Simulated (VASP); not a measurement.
The system is Os.

```
Os
1.0
     2.71752    0.00000    0.00000
    -1.35876    2.35345    0.00000
     0.00000    0.00000    4.28446
Os
2
Direct
  0.33333 0.66667 0.25000
  0.66667 0.33333 0.75000
```

Base run:

| Item | Value |
| --- | --- |
| Program | VASP 6.6.1 |
| Functional | LDA |
| Potentials or basis | VASP PAW LDA potentials, release 64 (Os_sv_GW) |
| Cutoff | 560 eV |
| k mesh | 13 × 13 × 8 |
| Occupations | fermi-dirac, width 1 eV |
| Spin | no spin polarisation |

Its results: band gap on the k mesh zero (bands 16 and 17 overlap by 4.00 eV); pressure 24.7 GPa.

The run is repeated on the same cell with these changes: occupations from fermi-dirac, width 1 eV to methfessel-paxton, width 0.1 eV. What comes out?

Band gap on the k mesh zero (bands 16 and 17 overlap by 3.96 eV); pressure 0.4 GPa.

Caveats: spin-orbit coupling is left out, which moves the levels of the heavy elements; the stress differs along the axes, from 22 to 31 GPa (at least some runs); so wide a smearing shifts energies and pressures (at least some runs).
